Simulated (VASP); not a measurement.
# CaS (Fm-3m) in VASP: notebook

Runs on CaS. Level: LDA. Tasks: single point.

Program: VASP 6.6.1. These are calculated values, not measurements. Logs are shortened: lines on timing, memory, paths and dates and some standing lists are left out, and cuts for length are marked.

### Step 1. The cell of the first run

The structure is cubic, space group Fm-3m (No. 225). The conventional cell has a = 5.564 Å, b = 5.564 Å, c = 5.564 Å, α = 90.00°, β = 90.00°, γ = 90.00°. Ca (site symmetry m-3m) has 6 S at 2.78 Å within 3.7 Å. S (site symmetry m-3m) has 6 Ca at 2.78 Å within 3.7 Å.

### Step 2. Single point, LDA

INCAR

```
SYSTEM = CaS
PREC = Accurate
ENCUT = 500
EDIFF = 1E-6
ISMEAR = 0
SIGMA = 0.02
LREAL = .False.
LASPH = .True.
NELM = 120
ALGO = Normal
ISIF = 2
LWAVE = .False.
LCHARG = .False.
GGA = CA
NBANDS = 15
GGA_COMPAT = .False.
```

KPOINTS

```
Automatic mesh
0
Gamma
  8 8 8
  0 0 0
```

POSCAR

```
CaS
1.0
    0.0000000000      2.7817772093      2.7817772093
    2.7817772093      0.0000000000      2.7817772093
    2.7817772093      2.7817772093      0.0000000000
Ca S
1 1
Direct
    0.0000000000      0.0000000000      0.0000000000
    0.5000000000      0.5000000000      0.5000000000
```

Potentials or basis: VASP PAW LDA potentials, release 64 (Ca_sv, S).

Command:

```bash
> cat potpaw_LDA.64/Ca_sv/POTCAR potpaw_LDA.64/S/POTCAR > POTCAR
> mpirun -np 1 vasp_std > vasp.out
```

OUTCAR:

```text
SYSTEM = CaS
   PREC = Accurate
   ENCUT = 500
   EDIFF = 1E-6
   ISMEAR = 0
   LREAL = .False.
   LASPH = .True.
   NELM = 120
   ISIF = 2
   GGA = CA

 ion  position               nearest neighbor table
   1  0.000  0.000  0.000-   2 2.78   2 2.78   2 2.78   2 2.78   2 2.78   2 2.78
   2  0.500  0.500  0.500-   1 2.78   1 2.78   1 2.78   1 2.78   1 2.78   1 2.78

  LATTYP: Found a face centered cubic cell.
 ALAT       =     5.5635544186

  Lattice vectors:

 A1 = (   0.0000000000,   2.7817772093,   2.7817772093)
 A2 = (   2.7817772093,   0.0000000000,   2.7817772093)
 A3 = (   2.7817772093,   2.7817772093,   0.0000000000)

Analysis of symmetry for initial positions (statically):
=====================================================================
 Subroutine PRICEL returns:
 Original cell was already a primitive cell.

 Routine SETGRP: Setting up the symmetry group for a
 face centered cubic supercell.

 Subroutine GETGRP returns: Found 48 space group operations
 (whereof 48 operations were pure point group operations)
 out of a pool of 48 trial point group operations.

The static configuration has the point symmetry O_h .

Analysis of symmetry for dynamics (positions and initial velocities):
=====================================================================
 Subroutine PRICEL returns:
 Original cell was already a primitive cell.

 Routine SETGRP: Setting up the symmetry group for a
 face centered cubic supercell.

 Subroutine GETGRP returns: Found 48 space group operations
 (whereof 48 operations were pure point group operations)
 out of a pool of 48 trial point group operations.

The dynamic configuration has the point symmetry O_h .

 Subroutine INISYM returns: Found 48 space group operations
 (whereof 48 operations are pure point group operations),
 and found     1 'primitive' translations

----------------------------------------------------------------------------------------

                                     Primitive cell

  volume of cell :      43.0524

  direct lattice vectors                    reciprocal lattice vectors
     0.000000000  2.781777209  2.781777209    -0.179741209  0.179741209  0.179741209
     2.781777209  0.000000000  2.781777209     0.179741209 -0.179741209  0.179741209
     2.781777209  2.781777209  0.000000000     0.179741209  0.179741209 -0.179741209

  length of vectors
     3.934027057  3.934027057  3.934027057     0.311320907  0.311320907  0.311320907

  position of ions in fractional coordinates (direct lattice)
     0.000000000  0.000000000  0.000000000
     0.500000000  0.500000000  0.500000000

  ion indices of the primitive-cell ions
   primitive index   ion index
                 1           1
                 2           2

[... 88 lines left out ...]
   IALGO  =     38    algorithm
   IMIX   =      4    mixing-type and parameters
     AMIX     =   0.40;   BMIX     =  1.00
     AMIX_MAG =   1.60;   BMIX_MAG =  1.00
  volume/ion in A,a.u.               =      21.53       145.27
  Fermi-wavevector in a.u.,A,eV,Ry     =   1.177016  2.224238 18.849068  1.385367
  Thomas-Fermi vector in A             =   2.313370
   LORBIT       =      0    0 simple, 1 ext, 2 COOP (PROOUT), +10 PAW based schemes
   GGA     = CA    functional components
   LHFCALC =     F    Hartree Fock is set to
   AEXX    =    0.0000 exact exchange contribution
   IVDW    =     0    specifies the selected vdW correction
   LEPSILON=     F    determine dielectric tensor
   LRPA    =     F    only Hartree local field effects (RPA)
 non-spin polarized calculation
 Gauss-broadening in eV      SIGMA  =   0.02
  energy-cutoff  :      500.00
  volume of cell :       43.05
 maximum number of plane-waves:      1108
 NGX is ok and might be reduce to    30
   NGX = 15   NGY = 15   NGZ = 15

 number of electron      15.9999998 magnetization

 Free energy of the ion-electron system (eV)
  ---------------------------------------------------
  ext. energy  EPLUGINS =         0.00000000
  ---------------------------------------------------
  free energy    TOTEN  =       -11.43331556 eV

  energy without entropy =      -11.43331556  energy(sigma->0) =      -11.43331556

 E-fermi :   3.2105     XC(G=0):  -9.9997

 val. band max:        3.0847617459   @ k =   0.0000   0.0000   0.0000
 cond. band min:       5.0458345259   @ k =   0.5000   0.5000   0.0000
 fundamental gap:      1.9610727800
 Fermi energy:         3.2105088812

 k-point     1 :       0.0000    0.0000    0.0000
  band No.  band energies     occupation
      1     -35.4286      2.00000
      2     -16.7153      2.00000
      3     -16.7153      2.00000
      4     -16.7153      2.00000
      5      -8.4504      2.00000
      6       3.0848      2.00000
      7       3.0848      2.00000
      8       3.0848      2.00000
      9       7.0177      0.00000
     10       7.0177      0.00000
     11       7.0177      0.00000
     12       7.4218      0.00000
     13       7.7238      0.00000
     14       7.7238      0.00000
[... 401 lines left out ...]
      2     -16.9139      2.00000
      3     -16.7862      2.00000
      4     -16.7524      2.00000
      5      -7.5079      2.00000
      6       0.1697      2.00000
      7       1.4031      2.00000
      8       1.7484      2.00000
      9       7.9727      0.00000
     10       8.3122      0.00000
     11       9.5856      0.00000
     12      10.0012      0.00000
     13      10.2846      0.00000
     14      11.2609      0.00000
     15      12.7508      0.00000

 [... further k-points ...]

------------------------ aborting loop because EDIFF is reached ----------------------------------------

  FORCE on cell =-STRESS in cart. coord.  units (eV):
  Direction    XX          YY          ZZ          XY          YZ          ZX
  --------------------------------------------------------------------------------------
  -------------------------------------------------------------------------------------
  Total        0.0739010      0.0739010      0.0739010      0.0000000     -0.0000000      0.0000000
  in kB        2.7501966      2.7501966      2.7501966      0.0000000     -0.0000000      0.0000000
  external PRESSURE =       2.7501966 kB  Pullay stress =       0.0000000 kB

 VOLUME and BASIS-vectors are now :
 -----------------------------------------------------------------------------
  energy-cutoff  :      500.00
  volume of cell :       43.05
      direct lattice vectors                 reciprocal lattice vectors
     0.000000000  2.781777209  2.781777209    -0.179741209  0.179741209  0.179741209
     2.781777209  0.000000000  2.781777209     0.179741209 -0.179741209  0.179741209
     2.781777209  2.781777209  0.000000000     0.179741209  0.179741209 -0.179741209

 POSITION                                       TOTAL-FORCE (eV/Angst)
 -----------------------------------------------------------------------------------
      0.00000      0.00000      0.00000         0.000000     -0.000000     -0.000000
      2.78178      2.78178      2.78178        -0.000000      0.000000      0.000000
 -----------------------------------------------------------------------------------
    total drift:                               -0.000000      0.000000      0.000000

  FREE ENERGIE OF THE ION-ELECTRON SYSTEM (eV)
  ---------------------------------------------------
  free  energy   TOTEN  =       -11.4333155605 eV

  energy  without entropy=      -11.4333155605  energy(sigma->0) =      -11.43331556
```

stdout:

```text
POSCAR found type information on POSCAR CaS
 POSCAR found :  2 types and       2 ions
 scaLAPACK will be used
 LDA part: xc-table for (Slater(with rela. corr.)+CA(PZ))
 , standard interpolation
 POSCAR, INCAR and KPOINTS ok, starting setup
 FFT: planning ... GRIDC
 FFT: planning ... GRID_SOFT
 FFT: planning ... GRID
 WAVECAR not read
 entering main loop
```

It took 22 s on 1 thread of Intel Xeon Platinum 8488C (Sapphire Rapids), shared host; peak memory 0.15 GiB.

What came out:

- Free energy: -11.4333 eV
- Pressure: 0.3 GPa
- Band gap on the k mesh: 1.96 eV (least direct gap 2.83 eV)

Levels at points of the mesh, in eV from the valence-band top:
```tsv
k point	band 4	band 5	band 6	band 7	band 8	band 9	band 10	band 11	band 12	band 13
(0.00, 0.00, 0.00)	-19.80	-11.54	0.00	0.00	0.00	3.93	3.93	3.93	4.34	4.64
(0.50, 0.00, 0.00)	-19.82	-10.53	-3.43	-1.35	-1.35	5.16	6.11	6.23	6.23	8.51
(0.50, 0.50, 0.00)	-19.87	-10.82	-2.46	-0.87	-0.87	1.96	5.59	6.12	6.89	6.89
```

A k mesh can miss the band edges.

### Step 3. Single point, LDA

INCAR

```
SYSTEM = CaS
PREC = Accurate ; ENCUT = 500
EDIFF = 1E-6 ; ISMEAR = 0
SIGMA = 0.02 ; LREAL = .False.
LASPH = .True. ; NELM = 120
ALGO = Normal ; ISIF = 2
LWAVE = .False. ; LCHARG = .True.
LELF = .True. ; LVHAR = .True.
NBANDS = 15 ; GGA_COMPAT = .False.
```

KPOINTS is that of step 2.

POSCAR is that of step 2.

Potentials or basis: VASP PAW LDA potentials, release 64 (Ca_sv, S).

Command:

```bash
> cat potpaw_LDA.64/Ca_sv/POTCAR potpaw_LDA.64/S/POTCAR > POTCAR
> mpirun -np 1 vasp_std > vasp.out
```

Run time: 25 s. Hardware: 1 thread of Intel Xeon Platinum 8488C (Sapphire Rapids), shared host; peak memory 0.15 GiB.

Results (log left out):

* Free energy: -11.4333 eV
* Pressure: 0.3 GPa
* Band gap on the k mesh: 1.96 eV (least direct gap 2.83 eV)

Levels at points of the mesh, in eV from the valence-band top:
| k point | band 6 | band 7 | band 8 | band 9 | band 10 | band 11 |
| --- | --- | --- | --- | --- | --- | --- |
| (0.00, 0.00, 0.00) | 0.00 | 0.00 | 0.00 | 3.93 | 3.93 | 3.93 |
| (0.50, 0.00, 0.00) | -3.43 | -1.35 | -1.35 | 5.16 | 6.11 | 6.23 |
| (0.50, 0.50, 0.00) | -2.46 | -0.87 | -0.87 | 1.96 | 5.59 | 6.12 |

A k mesh can miss the band edges.
